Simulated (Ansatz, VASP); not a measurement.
# One calculation of Si2Ni, two programs

Contents of INCAR:

```
PREC = Accurate ; ENCUT = 600
EDIFF = 1E-6 ; ISMEAR = -1
SIGMA = 0.05 ; LREAL = False
LASPH = True ; NELM = 150
ALGO = Normal ; ISIF = 3
LWAVE = False ; LCHARG = False
ISPIN = 2 ; MAGMOM = 1 0 0
LORBIT = 11 ; LMAXMIX = 4
GGA = RE ; IVDW = 13
IBRION = 2 ; NSW = 60
EDIFFG = -0.01
```

File KPOINTS:

```
regular mesh
0
Gamma
  9 9 9
```

POSCAR

```
Si2Ni
1.0
    0.0000000000      2.7030000000      2.7030000000
    2.7030000000      0.0000000000      2.7030000000
    2.7030000000      2.7030000000      0.0000000000
Ni Si
1 2
Direct
    0.0000000000      0.0000000000      0.0000000000
    0.7500000000      0.7500000000      0.7500000000
    0.2500000000      0.2500000000      0.2500000000
```

File input.yaml:

```yaml
crystal:
  lattice:
    - [0.0, 2.703, 2.703]
    - [2.703, 0.0, 2.703]
    - [2.703, 2.703, 0.0]
  atoms:
    - { symbol: Ni, position: [0.0, 0.0, 0.0], spin: 1.0 }
    - { symbol: Si, position: [0.75, 0.75, 0.75] }
    - { symbol: Si, position: [0.25, 0.25, 0.25] }
hamiltonian:
  xc: revpbe
  pseudopotentials: { kind: paw }
  dispersion: d4
magnetization:
  spin_polarized: true
kpoints:
  mp_grid: { grid: [9, 9, 9] }
scf:
  occupations: { method: fermi_dirac, width: 0.05 }
output:
  forces: true
  stress: true
  write_density: true
  write_potential: true
  elf: true
  volumetric_format: npy
relax:
  f_tol: 0.01
  max_steps: 40
  cell: { stress_tol: 0.05 }
```

Alike in both runs: task relaxation of cell and atoms; functional revPBE; dispersion D4; k mesh 9 × 9 × 9; occupations fermi-dirac, width 0.05 eV; collinear spin.

```csv
,VASP,Ansatz
version,VASP 6.6.1,Ansatz 0.2.0
potentials or method,"VASP PAW PBE potentials, release 64 (Ni, Si)",Ansatz PAW
plane-wave cutoff (eV),600,420
valence electrons in the cell,18,26
```

Ansatz gave:

```
gap on the k mesh at the Fermi level, each at its own relaxed structure (eV) : none
net moment per atom (μB)                                                     : 0.00
relaxed volume (Å³/atom)                                                     : 12.81
relaxed cell length with the largest relative difference (Å)                 : 3.788
```

Task: What did VASP give for the same quantities?

Result: gap on the k mesh at the Fermi level, each at its own relaxed structure (eV): none; net moment per atom (μB): 0.00; relaxed volume (Å³/atom): 12.78; relaxed cell length with the largest relative difference (Å): 3.785.

VASP's potentials were made for PBE, not for revPBE. A gap of «none» marks a metal or a gap that the smearing closes. VASP's potentials hold 18 valence electrons a cell and Ansatz's 26, so a difference there can come from the potentials and not from the codes.

Noted on Ansatz's run: the plane-wave basis is chosen anew once the cell has moved, so the energies of steps on either side of that aren't comparable.
